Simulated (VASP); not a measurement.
Fe, 1 atom in the cell. Symmetry: Im-3m, No. 229, cubic system. Conventional cell: a = 2.928 Å, b = 2.928 Å, c = 2.928 Å, α = 90.00°, β = 90.00°, γ = 90.00°. Within 3.3 Å of Fe (site symmetry m-3m) lie 14 Fe at 2.54 to 2.93 Å. 

| Property | Result |
| --- | --- |
| Program | VASP 6.6.1 |
| Task | single point |
| Functional | r2SCAN |
| Potentials or basis | VASP PAW PBE potentials, release 64 (Fe) |
| Cutoff | 520 eV |
| k mesh | 14 × 14 × 14 |
| Occupations | fermi-dirac, width 0.1 eV |
| Spin | collinear spin, ferromagnetic start |
| Starting moments | [3.7] μB |
| Fixed moment | 3.7 μB |
| Dipole correction | no |
| Further INCAR settings | ALGO = Normal; EDIFF = 1e-07; NBANDS = 14 |

Potentials or basis: VASP PAW PBE potentials, release 64 (Fe).

Run with:

```console
$ cat potpaw_PBE.64/Fe/POTCAR > POTCAR
$ cp INCAR.step1 INCAR
$ mpirun -np 1 vasp_std > vasp.out
$ cp INCAR.step2 INCAR
$ mpirun -np 1 vasp_std > vasp.out
```

Hardware: 1 thread of AMD EPYC 9R45 (Zen 5), on a shared host.

Question: Estimate the wall time of this run.

Answer: It took 2.4 min on 1 thread of AMD EPYC 9R45 (Zen 5), on a shared host, peak memory 0.12 GiB. Counts: k points 104.
